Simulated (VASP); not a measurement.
# S (P4_2/mnm) in VASP: further runs

The runs below take S through single point, with PBE.

Everything below comes from runs of VASP 6.6.1. Logs are shortened: lines on timing, memory, paths and dates and some standing lists are left out, and cuts for length are marked.

### Step 1. The cell of the first run

It takes space group P4_2/mnm (No. 136, tetragonal). The conventional cell has a = 5.678 Å, b = 5.678 Å, c = 2.950 Å, α = 90.00°, β = 90.00°, γ = 90.00°. Within 2.5 Å of S (site symmetry m2m) lie 1 S at 1.87 Å.

### Step 2. Single point, PBE

Contents of INCAR:

```
ALGO = Normal
EDIFF = 1E-7
ENCUT = 520
GGA = PE
ISIF = 2
ISMEAR = 0
LASPH = T
LCHARG = F
LREAL = F
LWAVE = F
NBANDS = 20
NELM = 100
PREC = Accurate
SIGMA = 0.1
```

Contents of KPOINTS:

```
k-points
0
Gamma
  4 4 6
```

Contents of POSCAR:

```
S
1.0
    5.6780537900      0.0000000000      0.0000000000
    0.0000000000      5.6780537900      0.0000000000
    0.0000000000      0.0000000000      2.9496155800
S
4
Direct
    1.1853913800      1.6453913800      1.4560000000
    0.4186086200      0.8786086200      1.4560000000
    0.6853913800      1.3786086200      0.9560000000
    0.9186086200      1.1453913800      0.9560000000
```

Potentials or basis: VASP PAW PBE potentials, release 64 (S).

Run with:

```
$ cat potpaw_PBE.64/S/POTCAR > POTCAR
$ mpirun -np 1 vasp_std > vasp.out
```

OUTCAR:

```text
EDIFF = 1E-7
   ENCUT = 520
   GGA = PE
   ISIF = 2
   ISMEAR = 0
   LASPH = T
   LREAL = F
   NELM = 100
   PREC = Accurate

 ion  position               nearest neighbor table
   1  0.185  0.645  0.456-   2 1.87
   2  0.419  0.879  0.456-   1 1.87
   3  0.685  0.379  0.956-   4 1.87
   4  0.919  0.145  0.956-   3 1.87

  LATTYP: Found a simple tetragonal cell.
 ALAT       =     5.6780537900
 C/A-ratio  =     0.5194765124

  Lattice vectors:

 A1 = (   5.6780537900,   0.0000000000,   0.0000000000)
 A2 = (   0.0000000000,   5.6780537900,   0.0000000000)
 A3 = (   0.0000000000,   0.0000000000,   2.9496155800)

Analysis of symmetry for initial positions (statically):
=====================================================================
 Subroutine PRICEL returns:
 Original cell was already a primitive cell.

 Routine SETGRP: Setting up the symmetry group for a
 simple tetragonal supercell.

 Subroutine GETGRP returns: Found 16 space group operations
 (whereof  1 operations were pure point group operations)
 out of a pool of 16 trial point group operations.

The static configuration has the point symmetry C_1 .
 The point group associated with its full space group is D_4h.

Analysis of symmetry for dynamics (positions and initial velocities):
=====================================================================
 Subroutine PRICEL returns:
 Original cell was already a primitive cell.

 Routine SETGRP: Setting up the symmetry group for a
 simple tetragonal supercell.

 Subroutine GETGRP returns: Found 16 space group operations
 (whereof  1 operations were pure point group operations)
 out of a pool of 16 trial point group operations.

The dynamic configuration has the point symmetry C_1 .
 The point group associated with its full space group is D_4h.

 Subroutine INISYM returns: Found 16 space group operations
 (whereof  1 operations are pure point group operations),
 and found     1 'primitive' translations

----------------------------------------------------------------------------------------

                                     Primitive cell

  volume of cell :      95.0965

  direct lattice vectors                    reciprocal lattice vectors
     5.678053790  0.000000000  0.000000000     0.176116683  0.000000000  0.000000000
     0.000000000  5.678053790  0.000000000     0.000000000  0.176116683  0.000000000
     0.000000000  0.000000000  2.949615580     0.000000000  0.000000000  0.339027230

  length of vectors
     5.678053790  5.678053790  2.949615580     0.176116683  0.176116683  0.339027230

  position of ions in fractional coordinates (direct lattice)
     0.185391380  0.645391380  0.456000000
     0.418608620  0.878608620  0.456000000
     0.685391380  0.378608620  0.956000000
     0.918608620  0.145391380  0.956000000

  ion indices of the primitive-cell ions
   primitive index   ion index
                 1           1
                 2           2
                 3           3
                 4           4

----------------------------------------------------------------------------------------

 KPOINTS: k-points

Automatic generation of k-mesh.
 Grid dimensions read from file:
 generate k-points for:    4    4    6

 Generating k-lattice:

  Cartesian coordinates                     Fractional coordinates (reciprocal lattice)
     0.044029171  0.000000000  0.000000000     0.250000000  0.000000000  0.000000000
     0.000000000  0.044029171  0.000000000     0.000000000  0.250000000  0.000000000
     0.000000000  0.000000000  0.056504538     0.000000000  0.000000000  0.166666667

  Length of vectors
     0.044029171  0.044029171  0.056504538

  Shift w.r.t. Gamma in fractional coordinates (k-lattice)
     0.000000000  0.000000000  0.000000000

 Subroutine IBZKPT returns following result:
 ===========================================

 Found     24 irreducible k-points:

 Following reciprocal coordinates:
            Coordinates               Weight
  0.000000  0.000000  0.000000      1.000000
  0.250000  0.000000  0.000000      4.000000
  0.500000  0.000000  0.000000      2.000000
  0.250000  0.250000  0.000000      4.000000
  0.500000  0.250000  0.000000      4.000000
  0.500000  0.500000  0.000000      1.000000
[... 16 lines left out ...]
  0.500000  0.250000  0.500000      4.000000
  0.500000  0.500000  0.500000      1.000000
   k-points           NKPTS =     24   k-points in BZ     NKDIM =     24   number of bands    NBANDS=     20
   number of dos      NEDOS =    301   number of ions     NIONS =      4
   total plane-waves  NPLWV =  42336
   dimension x,y,z NGX =    42 NGY =   42 NGZ =   24
   dimension x,y,z NGXF=    84 NGYF=   84 NGZF=   48
   ions per type =               4
   NGX,Y,Z   is equivalent  to a cutoff of  12.30, 12.30, 13.53 a.u.
   NGXF,Y,Z  is equivalent  to a cutoff of  24.59, 24.59, 27.05 a.u.
 SYSTEM =  unknown system
   PREC   = accura    normal or accurate (medium, high low for compatibility)
   ISTART =      0    job   : 0-new  1-cont  2-samecut
   ICHARG =      2    charge: 1-file 2-atom 10-const
   ISPIN  =      1    spin polarized calculation?
   LNONCOLLINEAR =      F non collinear calculations
   LSORBIT =      F    spin-orbit coupling
   LASPH  =      T    aspherical Exc in radial PAW
   ENCUT  =  520.0 eV  38.22 Ry    6.18 a.u.  10.56 10.56  5.48*2*pi/ulx,y,z
   NELM   =    100;   NELMIN=  2; NELMDL= -5     # of ELM steps
   EDIFF  = 0.1E-06   stopping-criterion for ELM
   LREAL  =      F    real-space projection
   EDIFFG = 0.1E-05   stopping-criterion for IOM
   NSW    =      0    number of steps for IOM
   IBRION =     -1    ionic relax: 0-MD 1-quasi-New 2-CG
   NFREE  =      0    steps in history (QN), initial steepest desc. (CG)
   ISIF   =      2    stress and relaxation
   ISYM   =      2    0-nonsym 1-usesym 2-fastsym
   POTIM  = 0.5000    time-step for ionic-motion
   TEBEG  =    0.0;   TEEND  =   0.0 temperature during run
   PSTRESS=    0.0 pullay stress
   NELECT =      24.0000    total number of electrons
   NUPDOWN=      -1.0000    fix difference up-down
   EMIN   =  10.00;   EMAX   =-10.00  energy-range for DOS
   EFERMI =   0.00;   METHOD = LEGACY
   ISMEAR =     0;   SIGMA  =   0.10  broadening in eV -4-tet -1-fermi 0-gaus
   EFERMI_NEDOS =   21; number of points for ismear=-14 and -15
   IALGO  =     38    algorithm
   IMIX   =      4    mixing-type and parameters
     AMIX     =   0.40;   BMIX     =  1.00
     AMIX_MAG =   1.60;   BMIX_MAG =  1.00
  volume/ion in A,a.u.               =      23.77       160.44
  Fermi-wavevector in a.u.,A,eV,Ry     =   1.034563  1.955041 14.562607  1.070321
  Thomas-Fermi vector in A             =   2.168865
   LORBIT       =      0    0 simple, 1 ext, 2 COOP (PROOUT), +10 PAW based schemes
   GGA     = PE    functional components
   LHFCALC =     F    Hartree Fock is set to
   AEXX    =    0.0000 exact exchange contribution
   IVDW    =     0    specifies the selected vdW correction
   LEPSILON=     F    determine dielectric tensor
   LRPA    =     F    only Hartree local field effects (RPA)
 non-spin polarized calculation
 Gauss-broadening in eV      SIGMA  =   0.10
  energy-cutoff  :      520.00
  volume of cell :       95.10
 maximum number of plane-waves:      2595
   NGX = 21   NGY = 21   NGZ = 11

 number of electron      24.0000001 magnetization

 Free energy of the ion-electron system (eV)
  ---------------------------------------------------
  ext. energy  EPLUGINS =         0.00000000
  ---------------------------------------------------
  free energy    TOTEN  =       -15.25309849 eV

  energy without entropy =      -15.23978886  energy(sigma->0) =      -15.24644368

 E-fermi :   3.2136     XC(G=0):  -8.8049

 val. band max:        3.2086101578   @ k =   0.5000   0.0000   0.3333
 cond. band min:       3.2923960430   @ k =   0.2500   0.2500   0.0000
 fundamental gap:      0.0837858853
 Fermi energy:         3.2135652771

 k-point     1 :       0.0000    0.0000    0.0000
  band No.  band energies     occupation
      1     -13.5504      2.00000
      2     -12.9943      2.00000
      3      -7.7185      2.00000
      4      -7.7185      2.00000
      5      -2.3715      2.00000
      6      -1.9081      2.00000
[... 12 lines left out ...]
     19      10.8866      0.00000
     20      11.2964      0.00000

 k-point     2 :       0.2500    0.0000    0.0000
  band No.  band energies     occupation
      1     -13.4734      2.00000
      2     -13.0804      2.00000
      3      -7.7092      2.00000
      4      -7.7055      2.00000
      5      -2.7351      2.00000
      6      -2.4913      2.00000
[... 12 lines left out ...]
     19      11.1471      0.00000
     20      11.3733      0.00000

 k-point     3 :       0.5000    0.0000    0.0000
  band No.  band energies     occupation
      1     -13.2814      2.00000
      2     -13.2814      2.00000
      3      -7.6957      2.00000
      4      -7.6957      2.00000
      5      -2.8954      2.00000
      6      -2.8954      2.00000
[... 12 lines left out ...]
     19      10.8363      0.00000
     20      10.8363      0.00000

 k-point     4 :       0.2500    0.2500    0.0000
  band No.  band energies     occupation
      1     -13.4143      2.00000
      2     -13.1355      2.00000
      3      -7.7825      2.00000
      4      -7.6965      2.00000
      5      -2.8916      2.00000
      6      -2.0672      2.00000
[... 429 lines left out ...]
 k-point    23 :       0.5000    0.2500    0.5000
  band No.  band energies     occupation
      1     -12.2486      2.00000
      2     -12.2486      2.00000
      3      -6.4285      2.00000
      4      -6.4285      2.00000
      5      -3.0052      2.00000
      6      -3.0052      2.00000
[... 12 lines left out ...]
     19      10.4272      0.00000
     20      10.4272      0.00000

 k-point    24 :       0.5000    0.5000    0.5000
  band No.  band energies     occupation
      1     -12.2452      2.00000
      2     -12.2452      2.00000
      3      -6.4324      2.00000
      4      -6.4324      2.00000
      5      -3.0574      2.00000
      6      -3.0574      2.00000
[... 12 lines left out ...]
     19      10.9109      0.00000
     20      10.9109      0.00000

------------------------ aborting loop because EDIFF is reached ----------------------------------------

  FORCE on cell =-STRESS in cart. coord.  units (eV):
  Direction    XX          YY          ZZ          XY          YZ          ZX
  --------------------------------------------------------------------------------------
  -------------------------------------------------------------------------------------
  Total        1.4724974      1.4724974      0.1980673      0.0000000     -0.0000000     -0.0000000
  in kB       24.8085106     24.8085106      3.3370203      0.0000000     -0.0000000     -0.0000000
  external PRESSURE =      17.6513471 kB  Pullay stress =       0.0000000 kB

 VOLUME and BASIS-vectors are now :
 -----------------------------------------------------------------------------
  energy-cutoff  :      520.00
  volume of cell :       95.10
      direct lattice vectors                 reciprocal lattice vectors
     5.678053790  0.000000000  0.000000000     0.176116683  0.000000000  0.000000000
     0.000000000  5.678053790  0.000000000     0.000000000  0.176116683  0.000000000
     0.000000000  0.000000000  2.949615580     0.000000000  0.000000000  0.339027230

 POSITION                                       TOTAL-FORCE (eV/Angst)
 -----------------------------------------------------------------------------------
      1.05266      3.66457      1.34502        -0.399734     -0.399734      0.000000
      2.37688      4.98879      1.34502         0.399734      0.399734      0.000000
      3.89169      2.14976      2.81983        -0.399734      0.399734     -0.000000
      5.21591      0.82554      2.81983         0.399734     -0.399734      0.000000
 -----------------------------------------------------------------------------------
    total drift:                               -0.000002     -0.000000     -0.000008

  FREE ENERGIE OF THE ION-ELECTRON SYSTEM (eV)
  ---------------------------------------------------
  free  energy   TOTEN  =       -15.2530984901 eV

  energy  without entropy=      -15.2397888633  energy(sigma->0) =      -15.24644368
```

Wall time 55 s (1 thread of Intel Xeon 8259CL, shared host); peak memory 0.2 GiB.

What came out:

```
Free energy            : -15.2531 eV
Pressure               : 1.8 GPa
Largest force          : 0.565 eV/Å
Band gap on the k mesh : zero (bands 12 and 13 overlap by 1.98 eV)
```

Forces on the atoms (eV/Å):
```
S   -0.400 -0.400  0.000
S    0.400  0.400  0.000
S   -0.400  0.400  0.000
S    0.400 -0.400  0.000
```

Caveat: this functional lacks dispersion, which holds the molecules together, so the pressure and a relaxed volume are unreliable.

### Step 3. Single point, PBE

Contents of INCAR:

```
SYSTEM = S
PREC = Accurate
ENCUT = 520
EDIFF = 1E-6
ISMEAR = -5
SIGMA = 0.1
LREAL = .FALSE.
LASPH = .TRUE.
NELM = 100
ALGO = Normal
ISIF = 2
LWAVE = .FALSE.
LCHARG = .FALSE.
GGA = PE
NBANDS = 20
```

Contents of KPOINTS:

```
Automatic mesh
0
G
  4 4 6
  0 0 0
```

Contents of POSCAR:

```
S
1.0
    5.6780537900      0.0000000000      0.0000000000
    0.0000000000      5.6780537900      0.0000000000
    0.0000000000      0.0000000000      2.9496155800
S
4
Direct
    0.8833913800      0.8833913800      0.5000000000
    0.1166086200      0.1166086200      0.5000000000
    0.3833913800      0.6166086200      0.0000000000
    0.6166086200      0.3833913800      0.0000000000
```

Potentials or basis: VASP PAW PBE potentials, release 64 (S).

Run with:

```
$ cat potpaw_PBE.64/S/POTCAR > POTCAR
$ mpirun -np 1 vasp_std > vasp.out
```

OUTCAR:

```text
SYSTEM = S
   PREC = Accurate
   ENCUT = 520
   EDIFF = 1E-6
   ISMEAR = -5
   LREAL = .FALSE.
   LASPH = .TRUE.
   NELM = 100
   ISIF = 2
   GGA = PE

 ion  position               nearest neighbor table
   1  0.883  0.883  0.500-   2 1.87
   2  0.117  0.117  0.500-   1 1.87
   3  0.383  0.617  0.000-   4 1.87
   4  0.617  0.383  0.000-   3 1.87

  LATTYP: Found a simple tetragonal cell.
 ALAT       =     5.6780537900
 C/A-ratio  =     0.5194765124

  Lattice vectors:

 A1 = (   5.6780537900,   0.0000000000,   0.0000000000)
 A2 = (   0.0000000000,   5.6780537900,   0.0000000000)
 A3 = (   0.0000000000,   0.0000000000,   2.9496155800)

Analysis of symmetry for initial positions (statically):
=====================================================================
 Subroutine PRICEL returns:
 Original cell was already a primitive cell.

 Routine SETGRP: Setting up the symmetry group for a
 simple tetragonal supercell.

[... 169 lines left out ...]
  free energy    TOTEN  =       -15.22687967 eV

  energy without entropy =      -15.22687967  energy(sigma->0) =      -15.22687967

 E-fermi :   3.1190     XC(G=0):  -8.8009

 val. band max:        3.1499483965   @ k =   0.0000   0.0000   0.5000
 cond. band min:       3.1499483965   @ k =   0.0000   0.0000   0.5000
 fundamental gap:      0.0000000000
 Fermi energy:         3.1190323891

 k-point     1 :       0.0000    0.0000    0.0000
  band No.  band energies     occupation
      1     -13.5435      2.00000
      2     -12.9870      2.00000
      3      -7.7130      2.00000
      4      -7.7130      2.00000
      5      -2.3665      2.00000
      6      -1.9033      2.00000
[... 541 lines left out ...]
     19      10.9158      0.00000
     20      10.9158      0.00000

------------------------ aborting loop because EDIFF is reached ----------------------------------------

  FORCE on cell =-STRESS in cart. coord.  units (eV):
  Direction    XX          YY          ZZ          XY          YZ          ZX
  --------------------------------------------------------------------------------------
  -------------------------------------------------------------------------------------
  Total        1.7729058      1.7729058     -0.1502927     -0.0000000      0.0000000      0.0000000
  in kB       29.8697663     29.8697663     -2.5321185     -0.0000000      0.0000000      0.0000000
  external PRESSURE =      19.0691381 kB  Pullay stress =       0.0000000 kB

 VOLUME and BASIS-vectors are now :
 -----------------------------------------------------------------------------
  energy-cutoff  :      520.00
  volume of cell :       95.10
      direct lattice vectors                 reciprocal lattice vectors
     5.678053790  0.000000000  0.000000000     0.176116683  0.000000000  0.000000000
     0.000000000  5.678053790  0.000000000     0.000000000  0.176116683  0.000000000
     0.000000000  0.000000000  2.949615580     0.000000000  0.000000000  0.339027230

 POSITION                                       TOTAL-FORCE (eV/Angst)
 -----------------------------------------------------------------------------------
      5.01594      5.01594      1.47481        -0.386046     -0.386046     -0.000000
      0.66211      0.66211      1.47481         0.386046      0.386046      0.000000
      2.17692      3.50114      0.00000        -0.386046      0.386046      0.000000
      3.50114      2.17692      0.00000         0.386046     -0.386046     -0.000000
 -----------------------------------------------------------------------------------
    total drift:                                0.000000      0.000000     -0.000000

  FREE ENERGIE OF THE ION-ELECTRON SYSTEM (eV)
  ---------------------------------------------------
  free  energy   TOTEN  =       -15.2268796725 eV

  energy  without entropy=      -15.2268796725  energy(sigma->0) =      -15.22687967
```

stdout:

```text
POSCAR found type information on POSCAR S
 POSCAR found :  1 types and       4 ions
 scaLAPACK will be used
 LDA part: xc-table for (Slater+PW92), standard interpolation
 POSCAR, INCAR and KPOINTS ok, starting setup
 FFT: planning ... GRIDC
 FFT: planning ... GRID_SOFT
 FFT: planning ... GRID
 WAVECAR not read
 entering main loop
 -----------------------------------------------------------------------------
|                                                                             |
|           W    W    AA    RRRRR   N    N  II  N    N   GGGG   !!!           |
|           W    W   A  A   R    R  NN   N  II  NN   N  G    G  !!!           |
|           W    W  A    A  R    R  N N  N  II  N N  N  G       !!!           |
|           W WW W  AAAAAA  RRRRR   N  N N  II  N  N N  G  GGG   !            |
|           WW  WW  A    A  R   R   N   NN  II  N   NN  G    G                |
|           W    W  A    A  R    R  N    N  II  N    N   GGGG   !!!           |
|                                                                             |
|     Tetrahedron method does not include variations of the Fermi             |
|     occupations, so forces and stress will be inaccurate. We suggest        |
|     using a different smearing scheme ISMEAR = 1 or 2 for metals in         |
|     relaxations.                                                            |
|                                                                             |
 -----------------------------------------------------------------------------
```

Run time: 56 s. Hardware: 1 thread of Intel Xeon 8259CL, shared host; peak memory 0.2 GiB.

Results:

| Quantity | Value |
| --- | --- |
| Free energy | -15.2269 eV |
| Pressure | 1.9 GPa |
| Largest force | 0.546 eV/Å |
| Band gap on the k mesh | zero (bands 12 and 13 overlap by 1.98 eV) |

Forces on the atoms (eV/Å):
```
S   -0.386 -0.386  0.000
S    0.386  0.386  0.000
S   -0.386  0.386  0.000
S    0.386 -0.386  0.000
```

Caveat: this functional lacks dispersion, which holds the molecules together, so the pressure and a relaxed volume are unreliable; tetrahedron occupations give inexact forces and stress in metals.
